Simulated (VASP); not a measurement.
The system is Pt.

```xyz
1
Lattice="-1.5710 1.5710 1.5710 1.5710 -1.5710 1.5710 1.5710 1.5710 -1.5710" Properties=species:S:1:pos:R:3 pbc="T T T"
Pt    0.0000    0.0000    0.0000
```

This cell differs from its parent crystal: volume scaled by 0.92.

Base run:

* Program: VASP 6.6.1
* Functional: BLYP
* Potentials or basis: VASP PAW PBE potentials, release 64 (Pt_sv_GW)
* Cutoff: 500 eV
* k mesh: 15 × 15 × 15
* Occupations: fermi-dirac, width 0.1 eV
* Spin: no spin polarisation

Its results: band gap on the k mesh zero (band 9 reaches 11.59 eV, above the bottom of band 10 at 9.41 eV); pressure 18.0 GPa.

Task: The run is repeated on the same cell with these changes: potentials or basis from VASP PAW PBE potentials, release 64 (Pt_sv_GW) to VASP PAW PBE potentials, release 64 (Pt); cutoff from 500 eV to 520 eV; further incar settings from ALGO = Normal; EDIFF = 1e-06; NBANDS = 15 to ALGO = Normal; EDIFF = 1e-07; NBANDS = 11; valence electrons from 18 to 10. What comes out?

Result: Band gap on the k mesh zero (band 5 reaches 12.11 eV, above the bottom of band 6 at 9.93 eV); pressure 21.1 GPa.

Caveats: the PAW data sets were made with another functional, which shifts forces and pressure a little; spin-orbit coupling is left out, which moves the levels of the heavy elements.
